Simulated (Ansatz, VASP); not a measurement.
GaAs: VASP beside Ansatz

The input INCAR:

```
SYSTEM = GaAs
ALGO     = Normal         ! electronic algorithm
EDIFF    = 1E-7           ! SCF threshold, eV
ENCUT    = 520            ! plane-wave cutoff, eV
GGA      = PE             ! functional
ISIF     = 2              ! what is computed and relaxed
ISMEAR   = -1             ! smearing method
LASPH    = .TRUE.         ! aspherical terms in the spheres
LCHARG   = .TRUE.         ! write CHGCAR
LELF     = .TRUE.         ! ELF
LREAL    = .FALSE.        ! projectors in reciprocal space
LVHAR    = .TRUE.       
LWAVE    = .FALSE.        ! write WAVECAR
NBANDS   = 26             ! bands
NELM     = 80             ! most SCF steps
PREC     = Accurate       ! precision mode
SIGMA    = 0.02           ! smearing width, eV
```

Contents of KPOINTS:

```
k-points
0
G
  8 5 8
  0 0 0
```

Contents of POSCAR:

```
GaAs
1.0
   -2.8723074168      2.8723074168      0.0000000000
    0.0000000000      0.0000000000      5.7446148335
    2.8723074168      2.8723074168      0.0000000000
Ga As
2 2
Direct
    0.0000000000      0.0000000000      0.0000000000
    0.5000000000      0.5000000000      0.5000000000
    0.0000000000      0.2500000000      0.5000000000
    0.5000000000      0.7500000000      0.0000000000
```

Input for Ansatz:

```yaml
crystal:
  lattice:
    - [-2.8723074168, 2.8723074168, 0.0]
    - [0.0, 0.0, 5.7446148335]
    - [2.8723074168, 2.8723074168, 0.0]
  atoms:
    - { symbol: Ga, position: [0.0, 0.0, 0.0] }
    - { symbol: Ga, position: [0.5, 0.5, 0.5] }
    - { symbol: As, position: [0.0, 0.25, 0.5] }
    - { symbol: As, position: [0.5, 0.75, 0.0] }
kpoints:
  mp_grid: { grid: [8, 5, 8] }
scf:
  occupations: { method: fermi_dirac, width: 0.02 }
hamiltonian:
  xc: pbe
  pseudopotentials: { kind: paw }
output:
  forces: true
  stress: true
  eigenvalues: true
```

Alike in both runs: task single point; functional PBE; k mesh 8 × 5 × 8; occupations fermi-dirac, width 0.02 eV; no spin polarisation.

```csv
,VASP,Ansatz
version,VASP 6.6.1,Ansatz 0.2.0
potentials or method,"VASP PAW PBE potentials, release 64 (Ga_d, As)","PAW with Ansatz's default frozen-core files, scalar-relativistic"
plane-wave cutoff (eV),520,420
valence electrons in the cell,36,56
```

Ansatz gave:

```
pressure (GPa) : 0.0
```

**Question.** What did VASP give for the same quantities?

**Answer.** Pressure (GPa): 0.2.

VASP's potentials hold 36 valence electrons a cell and Ansatz's 56, so a difference there can come from the potentials and not from the codes.
